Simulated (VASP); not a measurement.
# Mo (Im-3m) in VASP: a series of runs

Runs on Mo. Level: PBEsol. Tasks: elastic constants.

Everything below comes from runs of VASP 6.6.1. Logs are shortened: lines on timing, memory, paths and dates and some standing lists are left out, and cuts for length are marked.

## Step 1: The cell of the first run

The structure is cubic, space group Im-3m (No. 229). The conventional cell has a = 3.092 Å, b = 3.092 Å, c = 3.092 Å, α = 90.00°, β = 90.00°, γ = 90.00°. Mo (site symmetry m-3m) has 14 Mo at 2.68 to 3.09 Å within 3.5 Å.

## Step 2: Elastic constants, PBEsol

INCAR reads:

```
PREC = Accurate
ENCUT = 500
EDIFF = 1E-8
ISMEAR = -1
SIGMA = 0.15
LREAL = F
LASPH = T
NELM = 120
ALGO = Normal
ISIF = 3
LWAVE = F
LCHARG = F
GGA = PS
IBRION = 6
NFREE = 2
POTIM = 0.015
NSW = 1
GGA_COMPAT = F
```

KPOINTS reads:

```
regular mesh
0
Gamma
  20 20 20
```

POSCAR reads:

```
Mo
1.0
   -1.5461128410      1.5461128410      1.5461128410
    1.5461128410     -1.5461128410      1.5461128410
    1.5461128410      1.5461128410     -1.5461128410
Mo
1
Direct
    0.0000000000      0.0000000000      0.0000000000
```

Potentials or basis: VASP PAW PBE potentials, release 64 (Mo_sv).

The run is started by

```bash
$ cat potpaw_PBE.64/Mo_sv/POTCAR > POTCAR
$ mpirun -np 1 vasp_std > vasp.out
```

OUTCAR:

```text
PREC = Accurate
   ENCUT = 500
   EDIFF = 1E-8
   ISMEAR = -1
   LREAL = F
   LASPH = T
   NELM = 120
   ISIF = 3
   GGA = PS
   IBRION = 6
   NFREE = 2
   POTIM = 0.015
   NSW = 1

 ion  position               nearest neighbor table
   1  0.000  0.000  0.000-

  LATTYP: Found a body centered cubic cell.
 ALAT       =     3.0922256820

  Lattice vectors:

 A1 = (  -1.5461128410,   1.5461128410,   1.5461128410)
 A2 = (   1.5461128410,  -1.5461128410,   1.5461128410)
 A3 = (   1.5461128410,   1.5461128410,  -1.5461128410)

Analysis of symmetry for initial positions (statically):
=====================================================================
 Subroutine PRICEL returns:
 Original cell was already a primitive cell.

 Routine SETGRP: Setting up the symmetry group for a
 body centered cubic supercell.

 Subroutine GETGRP returns: Found 48 space group operations
 (whereof 48 operations were pure point group operations)
 out of a pool of 48 trial point group operations.

The static configuration has the point symmetry O_h .

Analysis of symmetry for dynamics (positions and initial velocities):
=====================================================================
 Subroutine PRICEL returns:
 Original cell was already a primitive cell.

 Routine SETGRP: Setting up the symmetry group for a
 body centered cubic supercell.

 Subroutine GETGRP returns: Found 48 space group operations
 (whereof 48 operations were pure point group operations)
 out of a pool of 48 trial point group operations.

The dynamic configuration has the point symmetry O_h .

 Subroutine INISYM returns: Found 48 space group operations
 (whereof 48 operations are pure point group operations),
 and found     1 'primitive' translations

----------------------------------------------------------------------------------------

[... 337 lines left out ...]
      4     -20.9657      2.00000
      5       5.9221      2.00000
      6      11.9055      1.99989
      7      11.9055      1.99989
      8      11.9055      1.99989
      9      15.1345      0.00002
     10      15.1345      0.00002
     11      28.2663      0.00000
[... 309 lines left out ...]
 k-point    24 :       0.2500    0.1000    0.0000
  band No.  band energies     occupation
      1     -47.5902      2.00000
      2     -22.1091      2.00000
      3     -21.3383      2.00000
      4     -21.0347      2.00000
      5       8.4411      2.00000
      6      10.3943      2.00000
      7      11.6601      1.99998
      8      14.4777      0.00132
      9      15.7031      0.00000
     10      16.2011      0.00000
     11      27.9535      0.00000

 [... further k-points ...]

------------------------ aborting loop because EDIFF is reached ----------------------------------------

  FORCE on cell =-STRESS in cart. coord.  units (eV):
  Direction    XX          YY          ZZ          XY          YZ          ZX
  --------------------------------------------------------------------------------------
  -------------------------------------------------------------------------------------
  Total        1.0789041      1.0789041      1.0789041     -0.0000000      0.0000000      0.0000000
  in kB      116.9256747    116.9256747    116.9256747     -0.0000000      0.0000000      0.0000000
  external PRESSURE =     116.9256747 kB  Pullay stress =       0.0000000 kB
[... 16 lines left out ...]
  FREE ENERGIE OF THE ION-ELECTRON SYSTEM (eV)
  ---------------------------------------------------
  free  energy   TOTEN  =       -11.7818194600 eV

  energy  without entropy=      -11.7356949273  energy(sigma->0) =      -11.75875719

 INTERNAL STRAIN TENSORS FROM STRAINED CELLS
 ============================================

 INTERNAL STRAIN TENSOR FOR ION    1 for displacements in x,y,z  (eV/Angst):
          X           Y           Z          XY          YZ          ZX
  --------------------------------------------------------------------------------
  x    -0.00000    -0.00000     0.00000     0.00000     0.00000     0.00000
  y     0.00000    -0.00000     0.00000    -0.00000    -0.00000    -0.00000
  z     0.00000     0.00000     0.00000     0.00000    -0.00000     0.00000

 INTERNAL STRAIN TENSORS FROM DISPLACED ATOMS
 ============================================

 INTERNAL STRAIN TENSOR FOR ION    1 for displacements in x,y,z  (eV/Angst):
          X           Y           Z          XY          YZ          ZX
  --------------------------------------------------------------------------------
  x     0.00000     0.00000     0.00000     0.00000     0.00000     0.00000
  y     0.00000     0.00000     0.00000     0.00000     0.00000     0.00000
  z     0.00000     0.00000     0.00000     0.00000     0.00000     0.00000

 Eigenvectors and eigenvalues of the dynamical matrix
 ----------------------------------------------------

   1 f/i=    0.000000 THz     0.000000 2PiTHz    0.000000 cm-1     0.000000 meV
             X         Y         Z           dx          dy          dz
      0.000000  0.000000  0.000000    -0.603753    0.797172    0.000000

   2 f/i=    0.000000 THz     0.000000 2PiTHz    0.000000 cm-1     0.000000 meV
             X         Y         Z           dx          dy          dz
      0.000000  0.000000  0.000000     0.000000    0.000000    1.000000

   3 f/i=    0.000000 THz     0.000000 2PiTHz    0.000000 cm-1     0.000000 meV
             X         Y         Z           dx          dy          dz
      0.000000  0.000000  0.000000    -0.797172   -0.603753    0.000000

--------------------------------------------------------------------------------------------------------

 ELASTIC MODULI CONTR FROM IONIC RELAXATION (kBar)
 Direction    XX          YY          ZZ          XY          YZ          ZX
 --------------------------------------------------------------------------------
 XX           0.0000      0.0000      0.0000      0.0000      0.0000      0.0000
 YY           0.0000      0.0000      0.0000      0.0000      0.0000      0.0000
 ZZ           0.0000      0.0000      0.0000      0.0000      0.0000      0.0000
 XY           0.0000      0.0000      0.0000      0.0000      0.0000      0.0000
 YZ           0.0000      0.0000      0.0000      0.0000      0.0000      0.0000
 ZX           0.0000      0.0000      0.0000      0.0000      0.0000      0.0000
 --------------------------------------------------------------------------------

 TOTAL ELASTIC MODULI (kBar)
 Direction    XX          YY          ZZ          XY          YZ          ZX
 --------------------------------------------------------------------------------
 XX        5450.5071   2001.9548   2001.9548      0.0000      0.0000      0.0000
 YY        2001.9548   5450.5071   2001.9548     -0.0000      0.0000     -0.0000
 ZZ        2001.9548   2001.9548   5450.5071     -0.0000      0.0000     -0.0000
 XY           0.0000     -0.0000     -0.0000   1220.7356      0.0000      0.0000
 YZ           0.0000      0.0000      0.0000      0.0000   1220.7356      0.0000
 ZX           0.0000     -0.0000     -0.0000      0.0000      0.0000   1220.7356
 --------------------------------------------------------------------------------
```

OSZICAR:

```text
N       E                     dE             d eps       ncg     rms          rms(c)
DAV:   1     0.870030148643E+02    0.87003E+02   -0.81267E+03  5688   0.127E+03
DAV:   2    -0.112060399457E+02   -0.98209E+02   -0.94995E+02  6127   0.337E+02
DAV:   3    -0.124898460964E+02   -0.12838E+01   -0.12733E+01  6497   0.384E+01
[... 162 lines left out ...]
DAV:   3    -0.117818077659E+02    0.57294E-03   -0.19574E-03  6271   0.670E-01    0.151E-02
DAV:   4    -0.117818164939E+02   -0.87280E-05   -0.92568E-05  6210   0.122E-01    0.611E-03
DAV:   5    -0.117818183796E+02   -0.18856E-05   -0.12770E-06  6382   0.169E-02    0.193E-03
DAV:   6    -0.117818194360E+02   -0.10564E-05   -0.17843E-07  6190   0.657E-03    0.649E-04
DAV:   7    -0.117818194659E+02   -0.29898E-07   -0.91564E-09  3683   0.126E-03    0.228E-05
DAV:   8    -0.117818194600E+02    0.58706E-08   -0.38182E-10  3080   0.272E-04
  15 F= -.11781819E+02 E0= -.11758757E+02  d E =-.461245E-01
```

stdout:

```text
POSCAR found type information on POSCAR Mo
 POSCAR found :  1 types and       1 ions
 scaLAPACK will be used
 -----------------------------------------------------------------------------
|                                                                             |
|                                                                             |
|     You enforced a specific xc type in the INCAR file but a different       |
|     I HOPE YOU KNOW WHAT YOU ARE DOING!                                     |
|                                                                             |
 -----------------------------------------------------------------------------

 LDA part: xc-table for (Slater+PW92), standard interpolation
 POSCAR, INCAR and KPOINTS ok, starting setup
 FFT: planning ... GRIDC
 FFT: planning ... GRID_SOFT
 FFT: planning ... GRID
 WAVECAR not read
 entering main loop
 Found     1 degrees of freedom:
 Adding 6 more for cell shape distortion
 Finite differences POTIM= 0.01500 DOF=   7
 bond charge predicted
 Finite differences progress:
 bond charge predicted
 Finite differences progress:
 bond charge predicted
 Finite differences progress:
 bond charge predicted
 Finite differences progress:
 bond charge predicted
 Finite differences progress:
 bond charge predicted
 Finite differences progress:
 bond charge predicted
 Finite differences progress:
 bond charge predicted
 Finite differences progress:
 bond charge predicted
 Finite differences progress:
 bond charge predicted
 Finite differences progress:
 bond charge predicted
 Finite differences progress:
 bond charge predicted
 Finite differences progress:
 bond charge predicted
 Finite differences progress:
 bond charge predicted
 Finite differences progress:
```

Wall time 21 min (1 thread of Intel Xeon 6975P-C (Granite Rapids), shared host); peak memory 0.64 GiB.

What came out:

| Property | Result |
| --- | --- |
| Elastic constants C11, C12, C44 | 545, 200, 122 GPa |
| Voigt bulk modulus | 315 GPa |

Elastic tensor in Voigt notation (GPa, in the Cartesian axes of the cell as first typed):
```
545 200 200   0   0   0
200 545 200   0   0   0
200 200 545   0   0   0
  0   0   0 122   0   0
  0   0   0   0 122   0
  0   0   0   0   0 122
```

Clamped-ion elastic tensor (GPa):
```
545 200 200   0   0   0
200 545 200   0   0   0
200 200 545   0   0   0
  0   0   0 122   0   0
  0   0   0   0 122   0
  0   0   0   0   0 122
```

Caveat: the cell is under stress, which shifts elastic constants; the PAW data sets were made with another functional, which shifts forces and pressure a little.

## Step 3: Elastic constants, PBEsol

This run uses another cell than the first one, of 15.07 Å³/atom.

Edit INCAR of step 2 so:

```diff
@@ -11,3 +11,3 @@
 LWAVE = F
-LCHARG = F
+LCHARG = T
 GGA = PS
```

KPOINTS reads:

```
Automatic mesh
0
Gamma
  20 20 20
```

POSCAR reads:

```
Mo
1.0
   -1.5560737589      1.5560737589      1.5560737589
    1.5560737589     -1.5560737589      1.5560737589
    1.5560737589      1.5560737589     -1.5560737589
Mo
1
Direct
    0.0000000000      0.0000000000      0.0000000000
```

Potentials or basis: VASP PAW PBE potentials, release 64 (Mo_sv).

The run is started by

```bash
$ cat potpaw_PBE.64/Mo_sv/POTCAR > POTCAR
$ mpirun -np 1 vasp_std > vasp.out
```

Run time: 21 min. Hardware: 1 thread of Intel Xeon 6975P-C (Granite Rapids), shared host; peak memory 0.66 GiB.

Results (log left out):

* Elastic constants C11, C12, C44: 517, 187, 114 GPa
* Voigt bulk modulus: 297 GPa

Elastic tensor in Voigt notation (GPa, in the Cartesian axes of the cell as first typed):
```
517 187 187   0   0   0
187 517 187   0   0   0
187 187 517   0   0   0
  0   0   0 114   0   0
  0   0   0   0 114   0
  0   0   0   0   0 114
```

Clamped-ion elastic tensor (GPa):
```
517 187 187   0   0   0
187 517 187   0   0   0
187 187 517   0   0   0
  0   0   0 114   0   0
  0   0   0   0 114   0
  0   0   0   0   0 114
```

Caveat: the cell is under stress, which shifts elastic constants; the PAW data sets were made with another functional, which shifts forces and pressure a little.
